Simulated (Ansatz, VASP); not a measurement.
Two plane-wave programs on Ta4N

The input INCAR:

```
PREC     = Accurate       # precision mode
ENCUT    = 520            # plane-wave cutoff, eV
EDIFF    = 1E-6           # SCF threshold, eV
ISMEAR   = 0              # smearing method
SIGMA    = 0.1            # smearing width, eV
LREAL    = False          # projectors in reciprocal space
LASPH    = True           # aspherical terms in the spheres
NELM     = 150            # most SCF steps
ALGO     = Normal         # electronic algorithm
ISIF     = 2              # what is computed and relaxed
LWAVE    = False          # write WAVECAR
LCHARG   = False          # write CHGCAR
ISPIN    = 2              # spin polarisation
MAGMOM   = 1 1 1 1 0      # initial moments
LORBIT   = 11             # projections on sites
LMAXMIX  = 4              # l up to which the mixer works
GGA      = PE             # functional
NBANDS   = 36             # bands
```

KPOINTS

```
regular mesh
0
Gamma
  4 4 4
```

Contents of POSCAR:

```
Ta4N
1.0
   -2.7028500000      2.7028500000      2.7028500000
    2.7028500000     -2.7028500000      2.7028500000
    2.7028500000      2.7028500000     -2.7028500000
Ta N
4 1
Direct
    0.0000000000      0.0000000000      0.5000000000
    0.0000000000      0.5000000000      0.0000000000
    0.5000000000      0.0000000000      0.0000000000
    0.5000000000      0.5000000000      0.5000000000
    0.0000000000      0.0000000000      0.0000000000
```

Input for Ansatz:

```yaml
crystal:
  lattice:
    - [-2.70285, 2.70285, 2.70285]
    - [2.70285, -2.70285, 2.70285]
    - [2.70285, 2.70285, -2.70285]
  atoms:
    - { symbol: Ta, position: [0.0, 0.0, 0.5], spin: 1.0 }
    - { symbol: Ta, position: [0.0, 0.5, 0.0], spin: 1.0 }
    - { symbol: Ta, position: [0.5, 0.0, 0.0], spin: 1.0 }
    - { symbol: Ta, position: [0.5, 0.5, 0.5], spin: 1.0 }
    - { symbol: "N", position: [0.0, 0.0, 0.0] }
basis:
  ecutwfc: 420
kpoints:
  mp_grid: { grid: [4, 4, 4] }
hamiltonian:
  xc: pbe
scf:
  occupations: { method: gaussian, width: 0.1 }
  lower_state_search: "off"
output:
  forces: true
  stress: true
  eigenvalues: true
  populations: true
magnetization:
  spin_polarized: true
```

Change from the starting cell: species swapped into the CrGa4 type (Im-3m, No. 229).

Alike in both runs: task single point; functional PBE; k mesh 4 × 4 × 4; occupations gaussian, width 0.1 eV; collinear spin.

|  | VASP | Ansatz |
| --- | --- | --- |
| version | VASP 6.6.1 | Ansatz 0.2.0 |
| potentials or method | VASP PAW PBE potentials, release 64 (Ta_pv, N), cutoff 520 eV | scalar-relativistic, plane waves, PAW |
| valence electrons in the cell | 49 | 57 |

VASP gave:

```
gap on the k mesh at the Fermi level (eV) : none
pressure (GPa)                            : 10.0
net moment per atom (μB)                  : 0.00
```

Problem. Which values does Ansatz return?

Solution. gap on the k mesh at the Fermi level (eV): none; pressure (GPa): 9.6; net moment per atom (μB): 0.00.

A gap of «none» marks a metal or a gap that the smearing closes. VASP's potentials hold 49 valence electrons a cell and Ansatz's 57, so a difference there can come from the potentials and not from the codes. Ansatz's warnings: seeded moment not kept.

The k mesh is coarse, so the values compare programs but aren't converged. Spin-orbit coupling is off throughout.
